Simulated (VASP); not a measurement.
A run of VASP 6.6.1 is set up as follows.

The input INCAR:

```
SYSTEM = Si4O7
  PREC = Accurate
  ENCUT = 520
  EDIFF = 1E-6
  ISMEAR = 0
  SIGMA = 0.05
  LREAL = .False.
  LASPH = .True.
  NELM = 100
  ALGO = Normal
  ISIF = 2
  LWAVE = .False.
  LCHARG = .False.
  GGA = PE
  NBANDS = 40
```

KPOINTS

```
Automatic mesh
0
Gamma
  4 4 4
  0 0 0
```

The input POSCAR:

```
Si4O7
1.0
    5.0799801732      0.0000000000      0.0000000000
    0.0000000000      5.0799801732      0.0000000000
    0.0000000000      0.0000000000      7.0914769300
Si O
4 7
Direct
    0.2944292339      0.2944292339      0.0000000000
    0.2055707661      0.7944292339      0.2500000000
    0.7055707661      0.7055707661      0.5000000000
    0.7944292339      0.2055707661      0.7500000000
    0.4053663613      0.7409644515      0.4248320116
    0.7590355485      0.9053663613      0.6748320116
    0.5946336387      0.2590355485      0.9248320116
    0.7409644515      0.4053663613      0.5751679884
    1.1327790445      1.0445170820      0.2232952160
    0.2590355485      0.5946336387      0.0751679884
    0.0946336387      0.2409644515      0.8251679884
```

Potentials or basis: VASP PAW PBE potentials, release 64 (Si, O).

The run is started by

```sh
$ cat potpaw_PBE.64/Si/POTCAR potpaw_PBE.64/O/POTCAR > POTCAR
$ mpirun -np 1 vasp_std > vasp.out
```

(1) Predict the pressure.

(2) What does it give for the band gap on the k mesh?

Answers

(1) 6.2 GPa.

(2) 1.17 eV.

Caveat: the cell differs from its parent crystal (atoms taken out, atom 9 moved 0.750 of the way to it and +0.225 Å across, host rigid).
